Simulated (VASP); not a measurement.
Crystal: Os.

```
Os
1.0
     2.70474    0.00000    0.00000
    -1.35237    2.34237    0.00000
     0.00000    0.00000    8.83367
Os
4
Direct
  0.00000 0.00000 0.00000
  0.00000 0.00000 0.50000
  0.33333 0.66667 0.25000
  0.66667 0.33333 0.75000
```

| Item | Value |
| --- | --- |
| Program | VASP 6.6.1 |
| Task | relaxation of cell and atoms |
| Functional | LDA |
| Potentials or basis | VASP PAW LDA potentials, release 64 (Os) |
| Cutoff | 600 eV |
| k mesh | 13 × 13 × 4 |
| Occupations | fermi-dirac, width 0.1 eV |
| Spin | no spin polarisation |

At the start: pressure -6.3 GPa; volume 13.99 Å³/atom.

Q: How do energy, volume and symmetry change on relaxing?

A: Over 6 steps the energy falls by 9.1 meV/atom and the volume is 13.79 Å³/atom (-1.4 %); space group P6_3/mmc (No. 194, to 0.1 Å) before and after.

The path:
```
step  energy change (eV)  largest force (eV/Å)  pressure (GPa)  volume (Å³)
   1              0.0000                0.0000           -6.26        55.97
   2              0.3914                0.0000           35.74        51.62
   3             -0.0314                0.0000            1.21        55.01
   4             -0.0315                0.0000            1.58        54.97
   5             -0.0238                0.0000           -2.33        55.48
   6             -0.0363                0.0000           -0.02        55.17
```

Final structure:
```
Os
1.0
     2.70725    0.00000    0.00000
    -1.35363    2.34455    0.00000
     0.00000    0.00000    8.69125
Os
4
Direct
  0.00000 0.00000 0.00000
  0.00000 0.00000 0.50000
  0.33333 0.66667 0.25000
  0.66667 0.33333 0.75000
```

Caveat: the highest band is partly filled, so the run has too few bands.
